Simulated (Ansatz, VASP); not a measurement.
**HfO2: VASP beside Ansatz**

The input INCAR:

```
ALGO = Normal
EDIFF = 1E-7
ENCUT = 520
GGA = PS
ISIF = 2
ISMEAR = 0
LASPH = True
LCHARG = True
LELF = True
LREAL = False
LVHAR = True
LWAVE = False
NBANDS = 18
NELM = 60
PREC = Accurate
SIGMA = 0.05
```

Contents of KPOINTS:

```
k-points
0
Gamma
  8 8 8
```

The input POSCAR:

```
HfO2
1.0
    0.0000000000      2.3589096821      2.5358279083
    2.3589096821      0.0000000000      2.5358279083
    2.3589096821      2.3589096821      0.0000000000
Hf O
1 2
Direct
    0.0000000000      0.0000000000      0.0000000000
    0.2500000000      0.2500000000      0.2500000000
    0.7500000000      0.7500000000      0.7500000000
```

Input for Ansatz:

```yaml
crystal:
  lattice:
    - [0.0, 2.3589096821, 2.5358279083]
    - [2.3589096821, 0.0, 2.5358279083]
    - [2.3589096821, 2.3589096821, 0.0]
  atoms:
    - { symbol: Hf, position: [0.0, 0.0, 0.0] }
    - { symbol: O, position: [0.25, 0.25, 0.25] }
    - { symbol: O, position: [0.75, 0.75, 0.75] }
basis:
  ecutwfc: 520.0
kpoints:
  mp_grid: { grid: [8, 8, 8] }
hamiltonian:
  xc: pbesol
scf:
  occupations: { method: gaussian, width: 0.05 }
output:
  forces: true
  stress: true
  eigenvalues: true
  write_density: true
  write_potential: true
  elf: true
  volumetric_format: npy
```

Alike in both runs: task single point; functional PBEsol; k mesh 8 × 8 × 8; occupations gaussian, width 0.05 eV; no spin polarisation.

```csv
,VASP,Ansatz
version,VASP 6.6.1,Ansatz 0.2.0
potentials or method,"VASP PAW PBE potentials, release 64 (Hf_pv, O), cutoff 520 eV","scalar-relativistic, plane waves, PAW"
valence electrons in the cell,22,38
```

Ansatz gave:

```
gap on the k mesh at the Fermi level (eV) : 2.92
least direct gap on the mesh (eV)         : 3.36
```

Problem. Estimate VASP's values.

Solution. gap on the k mesh at the Fermi level (eV): 2.97; least direct gap on the mesh (eV): 3.41.

VASP's potentials were made for PBE, not for PBEsol. With one functional, cell and mesh, what is left measures potentials, basis and numerics. VASP's potentials hold 22 valence electrons a cell and Ansatz's 38, so a difference there can come from the potentials and not from the codes.

Neither program's run includes spin-orbit coupling.
